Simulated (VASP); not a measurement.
# H11C2NO4 in VASP: a series of runs

Runs on H11C2NO4. Level: PBE. Tasks: single point.

Program: VASP 6.6.1. These are calculated values, not measurements. Logs are shortened: lines on timing, memory, paths and dates and some standing lists are left out, and cuts for length are marked.

## Step 1: The cell of the first run

The cell holds an amorphous packing of atoms, 18 atoms: a = 5.491 Å, b = 5.491 Å, c = 5.491 Å, α = 90.00°, β = 90.00°, γ = 90.00°.

## Step 2: Single point, PBE

INCAR reads:

```
  PREC = Accurate
  ENCUT = 520
  EDIFF = 1E-6
  ISMEAR = -1
  SIGMA = 0.02
  LREAL = F
  LASPH = T
  NELM = 120
  ALGO = Normal
  ISIF = 2
  LWAVE = F
  LCHARG = T
  GGA = PE
  LELF = T
  LVHAR = T
  NBANDS = 39
  GGA_COMPAT = F
```

KPOINTS reads:

```
Automatic mesh
0
Gamma
  1 1 1
```

POSCAR reads:

```
H11C2NO4
1.0
    5.4914470000      0.0000000000      0.0000000000
    0.0000000000      5.4914470000      0.0000000000
    0.0000000000      0.0000000000      5.4914470000
O H C N
4 11 2 1
Direct
    0.5350138133      0.4945873100      0.6180702463
    0.7679943010      0.4335287220      1.0744526898
    0.0518442589      0.2439247798      0.7042588229
    0.8437848895      0.8287251065      0.5752400050
    0.5803388433      0.6687490565      0.6232237150
    0.6473157257      0.4056307928      0.5027636614
    0.6566575258      0.4601337316      0.9323043635
    0.7223961189      0.2704387386      1.1341455176
    0.1883292327      0.3467756313      0.6806038554
   -0.0221435261      0.3291117988      0.8502312778
    0.8969584884      0.9993905067      0.5706874709
    0.8397604493      0.7883350235      0.4036823081
    0.1739796451      0.5883877237      0.1606134048
    0.0838212588      0.8997992697      0.1862896974
    0.1680249304      0.7527342065     -0.0999372297
    0.2066122099      0.7686680760      0.0906682701
    0.4302326873      0.8786755112      0.1577179931
    0.5950890539      1.0040887220      0.2251683391
```

Potentials or basis: VASP PAW PBE potentials, release 64 (O, H, C, N).

Command:

```
cat potpaw_PBE.64/O/POTCAR potpaw_PBE.64/H/POTCAR potpaw_PBE.64/C/POTCAR potpaw_PBE.64/N/POTCAR > POTCAR
mpirun -np 1 vasp_gam > vasp.out
```

OUTCAR:

```text
PREC = Accurate
   ENCUT = 520
   EDIFF = 1E-6
   ISMEAR = -1
   LREAL = F
   LASPH = T
   NELM = 120
   ISIF = 2
   GGA = PE

 ion  position               nearest neighbor table
   1  0.535  0.495  0.618-   5 0.99   6 1.01
   2  0.768  0.434  0.074-   8 0.99   7 1.00
   3  0.052  0.244  0.704-   9 0.95  10 1.01
   4  0.844  0.829  0.575-  12 0.97  11 0.98
   5  0.580  0.669  0.623-   1 0.99
   6  0.647  0.406  0.503-   1 1.01
   7  0.657  0.460  0.932-   2 1.00
   8  0.722  0.270  0.134-   2 0.99
   9  0.188  0.347  0.681-   3 0.95
  10  0.978  0.329  0.850-   3 1.01
  11  0.897  0.999  0.571-   4 0.98
  12  0.840  0.788  0.404-   4 0.97
  13  0.174  0.588  0.161-  16 1.08
  14  0.084  0.900  0.186-  16 1.12
  15  0.168  0.753  0.900-  16 1.07
  16  0.207  0.769  0.091-  15 1.07  13 1.08  14 1.12  17 1.42
  17  0.430  0.879  0.158-  18 1.20  16 1.42
  18  0.595  0.004  0.225-  17 1.20

  LATTYP: Found a simple cubic cell.
 ALAT       =     5.4914470000

  Lattice vectors:

 A1 = (   5.4914470000,   0.0000000000,   0.0000000000)
 A2 = (   0.0000000000,   5.4914470000,   0.0000000000)
 A3 = (   0.0000000000,   0.0000000000,   5.4914470000)

Analysis of symmetry for initial positions (statically):
=====================================================================
 Subroutine PRICEL returns:
 Original cell was already a primitive cell.

 Routine SETGRP: Setting up the symmetry group for a
 simple cubic supercell.

 Subroutine GETGRP returns: Found  1 space group operations
 (whereof  1 operations were pure point group operations)
 out of a pool of 48 trial point group operations.

The static configuration has the point symmetry C_1 .

Analysis of symmetry for dynamics (positions and initial velocities):
=====================================================================
 Subroutine PRICEL returns:
 Original cell was already a primitive cell.

 Routine SETGRP: Setting up the symmetry group for a
 simple cubic supercell.

 Subroutine GETGRP returns: Found  1 space group operations
 (whereof  1 operations were pure point group operations)
 out of a pool of 48 trial point group operations.

The dynamic configuration has the point symmetry C_1 .

[... 106 lines left out ...]
   EDIFF  = 0.1E-05   stopping-criterion for ELM
   LREAL  =      F    real-space projection
   EDIFFG = 0.1E-04   stopping-criterion for IOM
   NSW    =      0    number of steps for IOM
   IBRION =     -1    ionic relax: 0-MD 1-quasi-New 2-CG
   NFREE  =      0    steps in history (QN), initial steepest desc. (CG)
   ISIF   =      2    stress and relaxation
   ISYM   =      2    0-nonsym 1-usesym 2-fastsym
   POTIM  = 0.5000    time-step for ionic-motion
   TEBEG  =    0.0;   TEEND  =   0.0 temperature during run
   PSTRESS=    0.0 pullay stress
   NELECT =      48.0000    total number of electrons
   NUPDOWN=      -1.0000    fix difference up-down
   EMIN   =  10.00;   EMAX   =-10.00  energy-range for DOS
   EFERMI =   0.00;   METHOD = LEGACY
   ISMEAR =    -1;   SIGMA  =   0.02  broadening in eV -4-tet -1-fermi 0-gaus
   EFERMI_NEDOS =   21; number of points for ismear=-14 and -15
   IALGO  =     38    algorithm
   IMIX   =      4    mixing-type and parameters
     AMIX     =   0.40;   BMIX     =  1.00
     AMIX_MAG =   1.60;   BMIX_MAG =  1.00
  volume/ion in A,a.u.               =       9.20        62.08
  Fermi-wavevector in a.u.,A,eV,Ry     =   1.083432  2.047390 15.970866  1.173826
  Thomas-Fermi vector in A             =   2.219498
   LORBIT       =      0    0 simple, 1 ext, 2 COOP (PROOUT), +10 PAW based schemes
   GGA     = PE    functional components
   LHFCALC =     F    Hartree Fock is set to
   AEXX    =    0.0000 exact exchange contribution
   IVDW    =     0    specifies the selected vdW correction
   LEPSILON=     F    determine dielectric tensor
   LRPA    =     F    only Hartree local field effects (RPA)
 non-spin polarized calculation
  energy-cutoff  :      520.00
  volume of cell :      165.60
 maximum number of plane-waves:      2229
 NGX is ok and might be reduce to    42
   NGX = 21   NGY = 21   NGZ = 21

 number of electron      48.0000000 magnetization

 Free energy of the ion-electron system (eV)
  ---------------------------------------------------
  ext. energy  EPLUGINS =         0.00000000
  ---------------------------------------------------
  free energy    TOTEN  =       -94.68318964 eV

  energy without entropy =      -94.68318964  energy(sigma->0) =      -94.68318964

 E-fermi :  -2.4229     XC(G=0):  -7.4925

 val. band max:       -2.9648618856   @ k =   0.0000   0.0000   0.0000
 cond. band min:       2.2561791389   @ k =   0.0000   0.0000   0.0000
 fundamental gap:      5.2210410245
 Fermi energy:        -2.4228896417

 k-point     1 :       0.0000    0.0000    0.0000
  band No.  band energies     occupation
      1     -21.5943      2.00000
      2     -21.1033      2.00000
      3     -20.8452      2.00000
      4     -20.6492      2.00000
      5     -18.9971      2.00000
      6     -15.5672      2.00000
[... 28 lines left out ...]
     35       8.3820      0.00000
     36       9.0926      0.00000
 [bands above 36 left out]

------------------------ aborting loop because EDIFF is reached ----------------------------------------

  FORCE on cell =-STRESS in cart. coord.  units (eV):
  Direction    XX          YY          ZZ          XY          YZ          ZX
  --------------------------------------------------------------------------------------
  -------------------------------------------------------------------------------------
  Total        0.6942737      1.3990124      1.3357689      1.0086831     -3.7125808     -0.9742249
  in kB        6.7170856     13.5354203     12.9235413      9.7589919    -35.9191551     -9.4256093
  external PRESSURE =      11.0586824 kB  Pullay stress =       0.0000000 kB

 VOLUME and BASIS-vectors are now :
 -----------------------------------------------------------------------------
  energy-cutoff  :      520.00
  volume of cell :      165.60
      direct lattice vectors                 reciprocal lattice vectors
     5.491447000  0.000000000  0.000000000     0.182101366  0.000000000  0.000000000
     0.000000000  5.491447000  0.000000000     0.000000000  0.182101366  0.000000000
     0.000000000  0.000000000  5.491447000     0.000000000  0.000000000  0.182101366

 POSITION                                       TOTAL-FORCE (eV/Angst)
 -----------------------------------------------------------------------------------
      2.93800      2.71600      3.39410        -0.494975     -1.108566     -0.290753
      4.21740      2.38070      0.40885         0.085839      0.246777     -0.508917
      0.28470      1.33950      3.86740        -1.139021      0.176558      1.362577
      4.63360      4.55090      3.15890         0.571809      0.137021      0.395488
      3.18690      3.67240      3.42240         0.619456     -0.306028     -0.408741
      3.55470      2.22750      2.76090        -0.859900      1.137526      1.038968
[... 10 lines left out ...]
      2.36260      4.82520      0.86610         2.674180      1.787682      0.636497
      3.26790      0.02245      1.23650        -2.486801     -1.701231     -1.275381
 -----------------------------------------------------------------------------------
    total drift:                               -0.000206     -0.000283     -0.001011

  FREE ENERGIE OF THE ION-ELECTRON SYSTEM (eV)
  ---------------------------------------------------
  free  energy   TOTEN  =       -94.6831896412 eV

  energy  without entropy=      -94.6831896412  energy(sigma->0) =      -94.68318964
```

stdout:

```text
POSCAR found type information on POSCAR O H C N
 POSCAR found :  4 types and      18 ions
 scaLAPACK will be used
 -----------------------------------------------------------------------------
|                                                                             |
|                                                                             |
|     You have a (more or less) 'large supercell' and for larger cells it     |
|     might be more efficient to use real-space projection operators.         |
|     Therefore, try LREAL= Auto in the INCAR file.                           |
|     Mind: For very accurate calculation, you might also keep the            |
|     reciprocal projection scheme (i.e. LREAL=.FALSE.).                      |
|                                                                             |
 -----------------------------------------------------------------------------

 LDA part: xc-table for (Slater+PW92), standard interpolation
 POSCAR, INCAR and KPOINTS ok, starting setup
 FFT: planning ... GRIDC
 FFT: planning ... GRID_SOFT
 FFT: planning ... GRID
 WAVECAR not read
 entering main loop
```

Wall time 13 s (1 thread of Intel Xeon Platinum 8375C at 2.90GHz (Ice Lake), shared host); peak memory 0.24 GiB.

What came out:

| Quantity | Value |
| --- | --- |
| Free energy | -94.6832 eV |
| Pressure | 1.1 GPa |
| Largest force | 3.279 eV/Å |
| Band gap on the k mesh | 5.22 eV |

Forces on the atoms (eV/Å):
```
O   -0.495 -1.109 -0.291
O    0.086  0.247 -0.509
O   -1.139  0.177  1.363
O    0.572  0.137  0.395
H    0.619 -0.306 -0.409
H   -0.860  1.138  1.039
H    0.387 -0.072  0.180
H   -0.077 -0.204  0.067
H    1.623  0.636 -0.854
H   -0.265 -0.731 -0.576
H    0.161  0.192  0.590
H   -0.146 -0.314 -0.236
H    0.092 -0.574  0.636
H   -0.631 -0.417 -0.611
H   -0.106  0.599 -1.024
C   -0.008  0.515  0.877
C    2.674  1.788  0.636
N   -2.487 -1.701 -1.275
```

Stress tensor (GPa, compression positive):
```
 0.67  0.98 -0.94
 0.98  1.35 -3.59
-0.94 -3.59  1.29
```

Levels at points of the mesh, in eV from the valence-band top:
```
           k point  band 20  band 21  band 22  band 23  band 24  band 25  band 26  band 27  band 28  band 29
(0.00, 0.00, 0.00)    -1.14    -0.61    -0.18    -0.12     0.00     5.22     5.78     6.32     8.39     9.34
```

Caveat: the k points lie up to 1.14 Å⁻¹ apart.

## Step 3: Single point, PBE

INCAR reads:

```
ALGO = Normal ; EDIFF = 1E-6
ENCUT = 520 ; GGA = PE
GGA_COMPAT = False ; ISIF = 2
ISMEAR = -1 ; LASPH = True
LCHARG = True ; LELF = True
LREAL = False ; LVHAR = True
LWAVE = False ; NBANDS = 39
NELM = 120 ; PREC = Accurate
SIGMA = 0.02
```

KPOINTS reads:

```
k-points
0
Gamma
  1 1 1
```

POSCAR reads:

```
H11C2NO4
1.0
    5.4914470000      0.0000000000      0.0000000000
    0.0000000000      5.4914470000      0.0000000000
    0.0000000000      0.0000000000      5.4914470000
O H C N
4 11 2 1
Direct
    0.5085180645      0.5068245218      0.6619748857
    0.7841284820      0.3379072947      1.0811540201
    0.0807983761      0.1802075118      0.7024378092
    0.8390684641      0.7957647593      0.6619748857
    0.5699226452      0.6504842895      0.7388034520
    0.6432184450      0.4650686786      0.5456667432
    0.6633952763      0.3507818613      0.9451060895
    0.7104320592      0.1972886199      1.1722593335
    0.2406833754      0.2477306983      0.6830440137
    0.0100702055      0.2498248640      0.8576792237
    0.9538651652      0.9391149546      0.6427267713
    0.7832908157      0.7860041261      0.4901804570
    0.1727049355      0.5309711630      0.0960948908
    0.0068470114      0.7922502029      0.1675514669
    0.1503428878      0.7766623260     -0.1214798213
    0.1695181616      0.7279320004      0.0690892583
    0.3715778373      0.8502494880      0.1868177914
    0.5376724932      0.9613495314      0.2640834010
```

Potentials or basis: VASP PAW PBE potentials, release 64 (O, H, C, N).

Command:

```
cat potpaw_PBE.64/O/POTCAR potpaw_PBE.64/H/POTCAR potpaw_PBE.64/C/POTCAR potpaw_PBE.64/N/POTCAR > POTCAR
mpirun -np 1 vasp_gam > vasp.out
```

Wall time 14 s (1 thread of Intel Xeon Platinum 8375C at 2.90GHz (Ice Lake), shared host); peak memory 0.24 GiB.

Results (log left out):

* Free energy: -94.8032 eV
* Pressure: 0.9 GPa
* Largest force: 2.616 eV/Å
* Band gap on the k mesh: 5.33 eV

Forces in eV/Å, atoms in the order of the input:
```
O   -0.238 -2.311 -1.202
O   -0.722 -0.426 -0.290
O   -0.574  0.464  0.909
O    0.695  0.661 -1.503
H    0.578  1.051  0.376
H   -1.018  0.127  0.854
H    0.523  0.397  0.229
H    0.412  0.256 -0.069
H    0.715  0.541 -0.189
H    0.089 -0.357 -0.663
H   -0.374 -0.129  0.684
H   -0.126  0.047  0.589
H    0.111 -0.137  0.028
H   -0.539  0.017 -0.149
H    0.152 -0.051 -0.298
C    0.667  0.510  1.480
C    0.474  0.032 -0.615
N   -0.826 -0.691 -0.170
```

Stress tensor (GPa, compression positive):
```
 0.19  2.35  0.26
 2.35  3.66 -1.07
 0.26 -1.07 -1.03
```

Levels at points of the mesh, in eV from the valence-band top:
```tsv
k point	band 21	band 22	band 23	band 24	band 25	band 26	band 27	band 28
(0.00, 0.00, 0.00)	-0.44	-0.37	-0.30	0.00	5.33	5.94	6.22	8.66
```

Caveat: the k points lie up to 1.14 Å⁻¹ apart.
